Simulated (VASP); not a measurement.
Write the native input for VASP 6.6.1 that does the following.

* Task: single point
* Functional: LDA
* Potentials or basis: VASP PAW LDA potentials, release 64 (In_d)
* Cutoff: 520 eV
* k mesh: 12 × 12 × 14
* Occupations: fermi-dirac, width 0.05 eV
* Spin: no spin polarisation
* Dipole correction: no
* Further INCAR settings: ALGO = Normal; EDIFF = 1e-06; NBANDS = 12; ISYM = 0

The structure of In lies in POSCAR:

```
In
1.0
   -1.6261500000      1.6261500000      2.5234290000
    1.6261500000     -1.6261500000      2.5234290000
    1.6261500000      1.6261500000     -2.5234290000
In
1
Direct
    0.0000000000      0.0000000000      0.0000000000
```

This cell differs from its parent crystal: zz strain of +2 %.

These files were run (other wordings do the same):

INCAR

```
PREC = Accurate
ENCUT = 520
EDIFF = 1E-6
ISMEAR = -1
SIGMA = 0.05
LREAL = False
LASPH = True
NELM = 60
ALGO = Normal
ISIF = 2
LWAVE = False
LCHARG = False
ISYM = 0
NBANDS = 12
```

KPOINTS

```
regular mesh
0
Gamma
  12 12 14
```

Potentials or basis: VASP PAW LDA potentials, release 64 (In_d).

Command:

```console
$ cat potpaw_LDA.64/In_d/POTCAR > POTCAR
$ mpirun -np 1 vasp_std > vasp.out
```

It gave:

```yaml
Pressure: -3.2 GPa
Band_gap_on_the_k_mesh: zero (an odd number of electrons rules out a gap without spin polarisation)
```

Caveat: the cell differs from its parent crystal (zz strain of +2 %); the cell stands under tension; spin-orbit coupling is left out, which moves the levels of the heavy elements.

It took 2.6 min on 1 thread of AMD EPYC 9R45 96-Core Processor (Zen 5), with other jobs on the host, peak memory 0.37 GiB.
